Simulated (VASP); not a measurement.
# Re (Fm-3m) in VASP: a series of runs, part 2 of 2

VASP 6.6.1. Earlier steps stand in the parts before.

## Step 4: Single point, PBEsol (13.44 Å³/atom)

This run uses another cell than the first one, of 13.44 Å³/atom.

Input file INCAR:

```
ALGO = Normal
EDIFF = 1E-6
ENCUT = 520
GGA = PS
ISIF = 2
ISMEAR = -1
LASPH = T
LCHARG = T
LELF = T
LREAL = F
LVHAR = T
LWAVE = F
NBANDS = 10
NELM = 100
PREC = Accurate
SIGMA = 0.1
```

Input file KPOINTS:

```
k-points
0
Gamma
  16 16 16
```

Input file POSCAR:

```
Re
1.0
    0.0000000000      1.8869788204      1.8869788204
    1.8869788204      0.0000000000      1.8869788204
    1.8869788204      1.8869788204      0.0000000000
Re
1
Direct
    0.0000000000      0.0000000000      0.0000000000
```

Potentials or basis: VASP PAW PBE potentials, release 64 (Re).

Command:

```console
$ cat potpaw_PBE.64/Re/POTCAR > POTCAR
$ mpirun -np 1 vasp_std > vasp.out
```

OUTCAR:

```text
EDIFF = 1E-6
   ENCUT = 520
   GGA = PS
   ISIF = 2
   ISMEAR = -1
   LASPH = T
   LREAL = F
   NELM = 100
   PREC = Accurate

 ion  position               nearest neighbor table
   1  0.000  0.000  0.000-

  LATTYP: Found a face centered cubic cell.
 ALAT       =     3.7739576408

  Lattice vectors:

 A1 = (   0.0000000000,   1.8869788204,   1.8869788204)
 A2 = (   1.8869788204,   0.0000000000,   1.8869788204)
 A3 = (   1.8869788204,   1.8869788204,   0.0000000000)

Analysis of symmetry for initial positions (statically):
=====================================================================
 Subroutine PRICEL returns:
 Original cell was already a primitive cell.

 Routine SETGRP: Setting up the symmetry group for a
 face centered cubic supercell.

 Subroutine GETGRP returns: Found 48 space group operations
 (whereof 48 operations were pure point group operations)
 out of a pool of 48 trial point group operations.

The static configuration has the point symmetry O_h .

Analysis of symmetry for dynamics (positions and initial velocities):
=====================================================================
 Subroutine PRICEL returns:
 Original cell was already a primitive cell.

 Routine SETGRP: Setting up the symmetry group for a
 face centered cubic supercell.

 Subroutine GETGRP returns: Found 48 space group operations
 (whereof 48 operations were pure point group operations)
 out of a pool of 48 trial point group operations.

The dynamic configuration has the point symmetry O_h .

 Subroutine INISYM returns: Found 48 space group operations
 (whereof 48 operations are pure point group operations),
 and found     1 'primitive' translations

----------------------------------------------------------------------------------------

                                     Primitive cell

  volume of cell :      13.4379

  direct lattice vectors                    reciprocal lattice vectors
     0.000000000  1.886978820  1.886978820    -0.264973827  0.264973827  0.264973827
     1.886978820  0.000000000  1.886978820     0.264973827 -0.264973827  0.264973827
     1.886978820  1.886978820  0.000000000     0.264973827  0.264973827 -0.264973827

  length of vectors
     2.668591040  2.668591040  2.668591040     0.458948131  0.458948131  0.458948131

  position of ions in fractional coordinates (direct lattice)
     0.000000000  0.000000000  0.000000000

  ion indices of the primitive-cell ions
   primitive index   ion index
                 1           1

----------------------------------------------------------------------------------------

 KPOINTS: k-points

Automatic generation of k-mesh.
 Grid dimensions read from file:
 generate k-points for:   16   16   16

 Generating k-lattice:

  Cartesian coordinates                     Fractional coordinates (reciprocal lattice)
    -0.016560864  0.016560864  0.016560864     0.062500000  0.000000000  0.000000000
     0.016560864 -0.016560864  0.016560864     0.000000000  0.062500000  0.000000000
     0.016560864  0.016560864 -0.016560864     0.000000000  0.000000000  0.062500000

  Length of vectors
     0.028684258  0.028684258  0.028684258

  Shift w.r.t. Gamma in fractional coordinates (k-lattice)
     0.000000000  0.000000000  0.000000000

 Subroutine IBZKPT returns following result:
 ===========================================

 Found    145 irreducible k-points:

 Following reciprocal coordinates:
            Coordinates               Weight
  0.000000  0.000000  0.000000      1.000000
  0.062500  0.000000  0.000000      8.000000
  0.125000  0.000000  0.000000      8.000000
  0.187500  0.000000  0.000000      8.000000
  0.250000  0.000000  0.000000      8.000000
  0.312500  0.000000  0.000000      8.000000
[... 16 lines left out ...]
 -0.125000  0.062500  0.000000     24.000000
 -0.062500  0.062500  0.000000     12.000000
 [... further k-points ...]
   k-points           NKPTS =    145   k-points in BZ     NKDIM =    145   number of bands    NBANDS=     10
   number of dos      NEDOS =    301   number of ions     NIONS =      1
   total plane-waves  NPLWV =   8000
   dimension x,y,z NGX =    20 NGY =   20 NGZ =   20
   dimension x,y,z NGXF=    40 NGYF=   40 NGZF=   40
   ions per type =               1
   NGX,Y,Z   is equivalent  to a cutoff of  12.46, 12.46, 12.46 a.u.
   NGXF,Y,Z  is equivalent  to a cutoff of  24.92, 24.92, 24.92 a.u.
 SYSTEM =  unknown system
   PREC   = accura    normal or accurate (medium, high low for compatibility)
   ISTART =      0    job   : 0-new  1-cont  2-samecut
   ICHARG =      2    charge: 1-file 2-atom 10-const
   ISPIN  =      1    spin polarized calculation?
   LNONCOLLINEAR =      F non collinear calculations
   LSORBIT =      F    spin-orbit coupling
   LASPH  =      T    aspherical Exc in radial PAW
   ENCUT  =  520.0 eV  38.22 Ry    6.18 a.u.   4.96  4.96  4.96*2*pi/ulx,y,z
   NELM   =    100;   NELMIN=  2; NELMDL= -5     # of ELM steps
   EDIFF  = 0.1E-05   stopping-criterion for ELM
   LREAL  =      F    real-space projection
   EDIFFG = 0.1E-04   stopping-criterion for IOM
   NSW    =      0    number of steps for IOM
   IBRION =     -1    ionic relax: 0-MD 1-quasi-New 2-CG
   NFREE  =      0    steps in history (QN), initial steepest desc. (CG)
   ISIF   =      2    stress and relaxation
   ISYM   =      2    0-nonsym 1-usesym 2-fastsym
   POTIM  = 0.5000    time-step for ionic-motion
   TEBEG  =    0.0;   TEEND  =   0.0 temperature during run
   PSTRESS=    0.0 pullay stress
   NELECT =       7.0000    total number of electrons
   NUPDOWN=      -1.0000    fix difference up-down
   EMIN   =  10.00;   EMAX   =-10.00  energy-range for DOS
   EFERMI =   0.00;   METHOD = LEGACY
   ISMEAR =    -1;   SIGMA  =   0.10  broadening in eV -4-tet -1-fermi 0-gaus
   EFERMI_NEDOS =   21; number of points for ismear=-14 and -15
   IALGO  =     38    algorithm
   IMIX   =      4    mixing-type and parameters
     AMIX     =   0.40;   BMIX     =  1.00
     AMIX_MAG =   1.60;   BMIX_MAG =  1.00
  volume/ion in A,a.u.               =      13.44        90.68
  Fermi-wavevector in a.u.,A,eV,Ry     =   1.317237  2.489216 23.607639  1.735113
  Thomas-Fermi vector in A             =   2.447292
   LORBIT       =      0    0 simple, 1 ext, 2 COOP (PROOUT), +10 PAW based schemes
   GGA     = PS    functional components
   LHFCALC =     F    Hartree Fock is set to
   AEXX    =    0.0000 exact exchange contribution
   IVDW    =     0    specifies the selected vdW correction
   LEPSILON=     F    determine dielectric tensor
   LRPA    =     F    only Hartree local field effects (RPA)
 non-spin polarized calculation
  energy-cutoff  :      520.00
  volume of cell :       13.44
 maximum number of plane-waves:       376
   NGX =  9   NGY =  9   NGZ =  9

 number of electron       6.9999999 magnetization

 Free energy of the ion-electron system (eV)
  ---------------------------------------------------
  ext. energy  EPLUGINS =         0.00000000
  ---------------------------------------------------
  free energy    TOTEN  =       -13.18328306 eV

  energy without entropy =      -13.16068672  energy(sigma->0) =      -13.17198489

 E-fermi :   9.1705     XC(G=0): -14.3211

 val. band max:        9.1680389052   @ k =  -0.2500   0.3125   0.0625
 cond. band min:       9.2575521076   @ k =   0.4375   0.2500   0.1250
 fundamental gap:      0.0895132024
 Fermi energy:         9.1704762550

 k-point     1 :       0.0000    0.0000    0.0000
  band No.  band energies     occupation
      1      -1.6411      2.00000
      2       6.9740      2.00000
      3       6.9740      2.00000
      4       6.9740      2.00000
      5      10.6318      0.00000
      6      10.6318      0.00000
      7      23.1850      0.00000
      8      29.3539      0.00000
      9      29.3539      0.00000
     10      29.3539      0.00000

 k-point     2 :       0.0625    0.0000    0.0000
  band No.  band energies     occupation
      1      -1.4380      2.00000
      2       6.8308      2.00000
      3       7.0710      2.00000
      4       7.0710      2.00000
      5      10.5468      0.00000
      6      10.5468      0.00000
      7      23.5877      0.00000
      8      28.3734      0.00000
      9      29.7327      0.00000
     10      29.7327      0.00000
[... 274 lines left out ...]
 k-point    24 :      -0.0625    0.0625    0.0000
  band No.  band energies     occupation
      1      -1.1087      2.00000
      2       6.5833      2.00000
      3       7.2056      2.00000
      4       7.2722      2.00000
      5      10.2162      0.00006
      6      10.6413      0.00000
      7      24.2227      0.00000
      8      27.5709      0.00000
      9      29.7350      0.00000
     10      30.6422      0.00000

 [... further k-points ...]

------------------------ aborting loop because EDIFF is reached ----------------------------------------

  FORCE on cell =-STRESS in cart. coord.  units (eV):
  Direction    XX          YY          ZZ          XY          YZ          ZX
  --------------------------------------------------------------------------------------
  -------------------------------------------------------------------------------------
  Total        3.3699766      3.3699766      3.3699766      0.0000000      0.0000000      0.0000000
  in kB      401.7967246    401.7967246    401.7967246      0.0000000      0.0000000      0.0000000
  external PRESSURE =     401.7967246 kB  Pullay stress =       0.0000000 kB

 VOLUME and BASIS-vectors are now :
 -----------------------------------------------------------------------------
  energy-cutoff  :      520.00
  volume of cell :       13.44
      direct lattice vectors                 reciprocal lattice vectors
     0.000000000  1.886978820  1.886978820    -0.264973827  0.264973827  0.264973827
     1.886978820  0.000000000  1.886978820     0.264973827 -0.264973827  0.264973827
     1.886978820  1.886978820  0.000000000     0.264973827  0.264973827 -0.264973827

 POSITION                                       TOTAL-FORCE (eV/Angst)
 -----------------------------------------------------------------------------------
      0.00000      0.00000      0.00000        -0.000000      0.000000     -0.000000
 -----------------------------------------------------------------------------------
    total drift:                                0.000000      0.000000     -0.000000

  FREE ENERGIE OF THE ION-ELECTRON SYSTEM (eV)
  ---------------------------------------------------
  free  energy   TOTEN  =       -13.1832830632 eV

  energy  without entropy=      -13.1606867174  energy(sigma->0) =      -13.17198489
```

OSZICAR:

```text
N       E                     dE             d eps       ncg     rms          rms(c)
DAV:   1     0.536677174661E+01    0.53668E+01   -0.35780E+03  4552   0.811E+02
DAV:   2    -0.134574624919E+02   -0.18824E+02   -0.17213E+02  4540   0.175E+02
DAV:   3    -0.138610451625E+02   -0.40358E+00   -0.39807E+00  4836   0.412E+01
DAV:   4    -0.138629650818E+02   -0.19199E-02   -0.19189E-02  4720   0.128E+00
DAV:   5    -0.138629700622E+02   -0.49804E-05   -0.49819E-05  4250   0.307E-02    0.372E+01
DAV:   6    -0.133845623844E+02    0.47841E+00   -0.30539E-01  4598   0.139E+01    0.174E+01
DAV:   7    -0.131886183996E+02    0.19594E+00   -0.30322E-01  4670   0.132E+01    0.359E-01
DAV:   8    -0.131837341213E+02    0.48843E-02   -0.21944E-03  4324   0.432E-01    0.114E-01
DAV:   9    -0.131832815386E+02    0.45258E-03   -0.23710E-04  4438   0.118E-01    0.330E-02
DAV:  10    -0.131832830233E+02   -0.14847E-05   -0.25158E-05  3962   0.614E-02    0.211E-03
DAV:  11    -0.131832830632E+02   -0.39868E-07   -0.22089E-07  2718   0.636E-03
   1 F= -.13183283E+02 E0= -.13171985E+02  d E =-.225963E-01
```

stdout:

```text
POSCAR found type information on POSCAR Re
 POSCAR found :  1 types and       1 ions
 scaLAPACK will be used
 -----------------------------------------------------------------------------
|                                                                             |
|                                                                             |
|     You enforced a specific xc type in the INCAR file but a different       |
|     I HOPE YOU KNOW WHAT YOU ARE DOING!                                     |
|                                                                             |
 -----------------------------------------------------------------------------

 LDA part: xc-table for (Slater+PW92), standard interpolation
 POSCAR, INCAR and KPOINTS ok, starting setup
 FFT: planning ... GRIDC
 FFT: planning ... GRID_SOFT
 FFT: planning ... GRID
 WAVECAR not read
 entering main loop
```

Run time: 32 s. Hardware: 1 thread of Intel Xeon 8259CL, shared host; peak memory 0.14 GiB.

What came out:

| Property | Result |
| --- | --- |
| Free energy | -13.1833 eV |
| Pressure | 40.2 GPa |
| Band gap on the k mesh | zero (an odd number of electrons rules out a gap without spin polarisation) |

Levels at points of the mesh, in eV from the Fermi level:
```
           k point  band 1  band 2  band 3  band 4  band 5  band 6  band 7  band 8  band 9
(0.00, 0.00, 0.00)  -10.81   -2.20   -2.20   -2.20    1.46    1.46   14.01   20.18   20.18
(0.50, 0.00, 0.00)   -7.61   -2.46   -2.46    0.42    4.41    4.41   11.39   13.52   21.24
(0.50, 0.50, 0.00)   -7.72   -6.77    3.28    4.37    5.29    5.29   13.07   13.07   14.81
```

Caveat: the cell stands under pressure; the PAW data sets were made with another functional, which shifts forces and pressure a little; spin-orbit coupling is left out, which moves the levels of the heavy elements.

## Step 5: Single point, PBEsol (14.02 Å³/atom)

This run uses another cell than the first one, of 14.02 Å³/atom.

Input file INCAR:

```
SYSTEM = Re
ALGO = Normal ; EDIFF = 1E-7
ENCUT = 520 ; GGA = PS
ISIF = 2 ; ISMEAR = -1
LASPH = .TRUE. ; LCHARG = .FALSE.
LREAL = .FALSE. ; LWAVE = .FALSE.
NBANDS = 10 ; NELM = 60
PREC = Accurate ; SIGMA = 0.1
```

Input file KPOINTS:

```
k-points
0
G
  16 16 16
  0 0 0
```

Input file POSCAR:

```
Re
1.0
    0.0000000000      1.9139393032      1.9139393032
    1.9139393032      0.0000000000      1.9139393032
    1.9139393032      1.9139393032      0.0000000000
Re
1
Direct
    0.0000000000      0.0000000000      0.0000000000
```

Command:

```console
$ cat potpaw_PBE.64/Re/POTCAR > POTCAR
$ mpirun -np 1 vasp_std > vasp.out
```

It took 32 s on 1 thread of Intel Xeon 8259CL, shared host; peak memory 0.14 GiB.

It converged, with:

```
Free energy            : -13.2881 eV
Pressure               : 17.9 GPa
Band gap on the k mesh : zero (an odd number of electrons rules out a gap without spin polarisation)
```

Levels at points of the mesh, in eV from the Fermi level:
```csv
k point,band 2,band 3,band 4,band 5,band 6,band 7
"(0.00, 0.00, 0.00)",-2.06,-2.06,-2.06,1.37,1.37,13.99
"(0.50, 0.00, 0.00)",-2.30,-2.30,0.31,4.14,4.14,10.70
"(0.50, 0.50, 0.00)",-6.38,3.04,4.08,4.95,4.95,12.69
```

Caveat: the cell stands under pressure; the PAW data sets were made with another functional, which shifts forces and pressure a little; spin-orbit coupling is left out, which moves the levels of the heavy elements.

## Step 6: Single point, PBEsol (14.61 Å³/atom)

Input file INCAR:

```
PREC = Accurate
ENCUT = 520
EDIFF = 1E-6
ISMEAR = -1
SIGMA = 0.1
LREAL = F
LASPH = T
NELM = 100
ALGO = Normal
ISIF = 2
LWAVE = F
LCHARG = F
GGA = PS
NBANDS = 10
```

Input file KPOINTS:

```
regular mesh
0
Gamma
  16 16 16
```

Input file POSCAR:

```
Re
1.0
    0.0000000000      1.9401609082      1.9401609082
    1.9401609082      0.0000000000      1.9401609082
    1.9401609082      1.9401609082      0.0000000000
Re
1
Direct
    0.0000000000      0.0000000000      0.0000000000
```

Potentials or basis: VASP PAW PBE potentials, release 64 (Re).

Command:

```console
$ cat potpaw_PBE.64/Re/POTCAR > POTCAR
$ mpirun -np 1 vasp_std > vasp.out
```

Wall time 32 s (1 thread of Intel Xeon 8259CL, shared host); peak memory 0.14 GiB.

The run converged. Its results:

* Free energy: -13.3198 eV
* Pressure: 0.0 GPa
* Band gap on the k mesh: zero (an odd number of electrons rules out a gap without spin polarisation)

Levels at points of the mesh, in eV from the Fermi level:
```csv
k point,band 1,band 2,band 3,band 4,band 5,band 6,band 7,band 8,band 9
"(0.00, 0.00, 0.00)",-10.22,-1.94,-1.94,-1.94,1.28,1.28,13.96,19.63,19.63
"(0.50, 0.00, 0.00)",-6.96,-2.16,-2.16,0.23,3.88,3.88,10.07,13.45,20.22
"(0.50, 0.50, 0.00)",-6.92,-6.03,2.84,3.83,4.64,4.64,12.34,12.34,13.15
```

Caveat: the PAW data sets were made with another functional, which shifts forces and pressure a little; spin-orbit coupling is left out, which moves the levels of the heavy elements.

## Step 7: The runs side by side

```tsv
cell	k mesh	gap on the mesh (eV)	pressure (GPa)
a = 2.744 Å, angles 60.0°, 1 atom	14 × 14 × 14	none	0.0
a = 2.629 Å, angles 60.0°, 1 atom	16 × 16 × 16	none	67.9
a = 2.669 Å, angles 60.0°, 1 atom	16 × 16 × 16	none	40.2
a = 2.707 Å, angles 60.0°, 1 atom	16 × 16 × 16	none	17.9
a = 2.744 Å, angles 60.0°, 1 atom	16 × 16 × 16	none	0.0
```

Alike in all rows: task single point; level PBEsol; potentials or basis VASP PAW PBE potentials, release 64 (Re); no spin polarisation; cutoff (eV) 520; smearing fermi-dirac 0.1 eV.

Caveats: the PAW data sets were made with another functional, which shifts forces and pressure a little; spin-orbit coupling is left out, which moves the levels of the heavy elements; the cell stands under pressure (at least some runs).

Total energies depend on the potentials used, so only differences within one code and one set of settings carry meaning.
